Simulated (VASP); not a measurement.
ZrS: single point with LDA

ZrS:

```
Zr S
1.0
     0.00000    2.60507    2.60507
     2.60507    0.00000    2.60507
     2.60507    2.60507    0.00000
Zr S
1 1
Direct
  0.00000 0.00000 0.00000
  0.50000 0.50000 0.50000
```

```
Program             : VASP 6.6.1
Task                : single point
Functional          : LDA
Potentials or basis : VASP PAW LDA potentials, release 64 (Zr_sv, S)
Cutoff              : 520 eV
k mesh              : 16 × 16 × 16
Occupations         : gaussian, width 0.15 eV
Spin                : collinear spin
Starting moments    : [0.5, 0.0] μB
Fixed moment        : 0.5 μB
```

| Item | Value |
| --- | --- |
| Pressure | -5.4 GPa |
| Net moment | 0.50 μB per cell |
| Site moments | Zr +0.29; S +0.02 μB |
| Valence electrons inside the program's atomic spheres | Zr 9.86; S 3.77 |

Run time: 74 s on 1 thread of Intel(R) Xeon(R) 6975P-C (Granite Rapids), with other jobs on the host, peak memory 0.26 GiB.

Caveat: the cell stands under tension; the total moment is fixed, so each spin has its own Fermi level and the state may be an excited one.
